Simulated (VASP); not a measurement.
Here is a VASP 6.6.1 calculation.

Contents of INCAR:

```
PREC     = Accurate       # precision mode
ENCUT    = 520            # plane-wave cutoff, eV
EDIFF    = 1E-8           # SCF threshold, eV
ISMEAR   = -1             # smearing method
SIGMA    = 0.01           # smearing width, eV
LREAL    = False          # projectors in reciprocal space
LASPH    = True           # aspherical terms in the spheres
NELM     = 80             # most SCF steps
ALGO     = Normal         # electronic algorithm
ISIF     = 2              # what is computed and relaxed
LWAVE    = False          # write WAVECAR
LCHARG   = False          # write CHGCAR
GGA      = PS             # functional
LEFG     = True         
NBANDS   = 16             # bands
```

KPOINTS

```
regular mesh
0
Gamma
  8 8 8
```

The input POSCAR:

```
ZnS
1.0
    0.0811395000      2.7452197500      2.7452197500
    2.7452197500      0.0811395000      2.7452197500
    2.7452197500      2.7452197500      0.0811395000
Zn S
1 1
Direct
    0.0000000000      0.0000000000      0.0000000000
    0.7500000000      0.7500000000      0.7500000000
```

Potentials or basis: VASP PAW PBE potentials, release 64 (Zn, S).

Launch:

```console
$ cat potpaw_PBE.64/Zn/POTCAR potpaw_PBE.64/S/POTCAR > POTCAR
$ mpirun -np 1 vasp_std > vasp.out
```

(1) What does it give for the band gap on the k mesh?

(2) Estimate the largest force.

(3) Predict the pressure.

## Answers

(1) 1.88 eV.

(2) 0.214 eV/Å.

(3) -1.7 GPa.

Caveat: the cell differs from its parent crystal (equal xy, yz and zx shear strains of +3 %); without QUAD_EFG the Cq values of the log hold for a quadrupole moment of 1 mb, not for the nuclei; the PAW data sets were made with another functional, which shifts forces and pressure a little.
